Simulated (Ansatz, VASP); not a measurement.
One calculation of In, two programs

File INCAR:

```
SYSTEM = In
PREC = Accurate
ENCUT = 520
EDIFF = 1E-7
ISMEAR = -1
SIGMA = 0.05
LREAL = .FALSE.
LASPH = .TRUE.
NELM = 60
ALGO = Normal
ISIF = 2
LWAVE = .FALSE.
LCHARG = .FALSE.
GGA = PS
NBANDS = 26
```

Contents of KPOINTS:

```
Automatic mesh
0
G
  14 14 14
  0 0 0
```

POSCAR

```
In
1.0
    1.6751838235      0.9671678314      8.2347307701
   -1.6751838235      0.9671678314      8.2347307701
    0.0000000000     -1.9343356629      8.2347307701
In
3
Direct
    0.0000000000      0.0000000000      0.0000000000
    0.7780122400      0.7780122400      0.7780122400
    0.2219877600      0.2219877600      0.2219877600
```

Input for Ansatz:

```yaml
crystal:
  lattice:
    - [1.6751838235, 0.9671678314, 8.2347307701]
    - [-1.6751838235, 0.9671678314, 8.2347307701]
    - [0.0, -1.9343356629, 8.2347307701]
  atoms:
    - { symbol: In, position: [0.0, 0.0, 0.0] }
    - { symbol: In, position: [0.77801224, 0.77801224, 0.77801224] }
    - { symbol: In, position: [0.22198776, 0.22198776, 0.22198776] }
kpoints:
  mp_grid: { grid: [14, 14, 14] }
  band_path:
    path:
      - [0.0, 0.0, 0.0]
      - [0.5, 0.5, 0.5]
      - [0.824137023, 0.175862977, 0.5]
      - [0.5, -0.175862977, 0.175862977]
      - [0.5, 0.0, 0.0]
      - [0.0, 0.0, 0.0]
      - [0.3379314885, -0.3379314885, 0.0]
      - [0.6620685115, 0.0, 0.3379314885]
      - [0.5, 0.0, 0.5]
    npoints: 5
scf:
  occupations: { method: fermi_dirac, width: 0.05 }
hamiltonian:
  xc: pbesol
  pseudopotentials: { kind: all_electron, lapw: { basis_error: 0.0005 } }
output:
  forces: true
  stress: true
  eigenvalues: true
```

Change from the starting cell: volume scaled by 1.01.

Alike in both runs: task single point; functional PBEsol; k mesh 14 × 14 × 14; occupations fermi-dirac, width 0.05 eV; no spin polarisation.

|  | VASP | Ansatz |
| --- | --- | --- |
| version | VASP 6.6.1 | Ansatz 0.2.0 |
| potentials or method | VASP PAW PBE potentials, release 64 (In_d), cutoff 520 eV | all-electron LAPW, scalar-relativistic |

|  | VASP | Ansatz | Ansatz less VASP |
| --- | --- | --- | --- |
| pressure (GPa) | -1.6 | -1.6 | +0.04 |
| traceless stress, the component that is largest in VASP (GPa) | 0.16 | 0.16 | -0.001 |
| rms of the force components (eV/Å) | 0.005 | 0.005 | -0.0003 |

VASP's potentials were made for PBE, not for PBEsol. Atom by atom the forces differ by 0.000 eV/Å (rms over components). Ansatz ran all-electron here, and VASP with PAW potentials.
